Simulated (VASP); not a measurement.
Runs of VASP 6.6.1 on Au. The structure is that of space group Pm-3m (No. 221), or close to it. The cells are those of the table. 

```csv
task,cell,k mesh,cutoff (eV),gap on the mesh (eV),pressure (GPa)
single point,"a = 2.694 Å, 1 atom",19 × 19 × 19,520,none,-0.2
single point,"a = 2.694 Å, 1 atom",13 × 13 × 13,520,none,-0.2
relaxation of cell and atoms,"relaxed from a = 2.636 Å, 1 atom",12 × 12 × 12,600,none,0.0
single point,"a = 2.620 Å, 1 atom",13 × 13 × 13,520,none,(a)
single point,"a = 2.694 Å, 1 atom",12 × 12 × 12,520,none,-0.2
single point,"a = 2.764 Å, 1 atom",13 × 13 × 13,520,none,-8.3
single point,"a = 2.798 Å, 1 atom",13 × 13 × 13,520,none,-10.9
single point,"a = 2.658 Å, 1 atom",13 × 13 × 13,520,none,5.8
```

Alike in all rows: level PBEsol; potentials or basis VASP PAW PBE potentials, release 64 (Au); no spin polarisation; smearing fermi-dirac 0.1 eV.

**Question.** Fill in the values left out.

**Answer.** (a) 13.6.

Caveats: the PAW data sets were made with another functional, which shifts forces and pressure a little; spin-orbit coupling is left out, which moves the levels of the heavy elements.

A k mesh can miss the band edges, and the runs leave out spin-orbit coupling on Au.

A gap of «none» marks levels without a gap at the run's occupations.
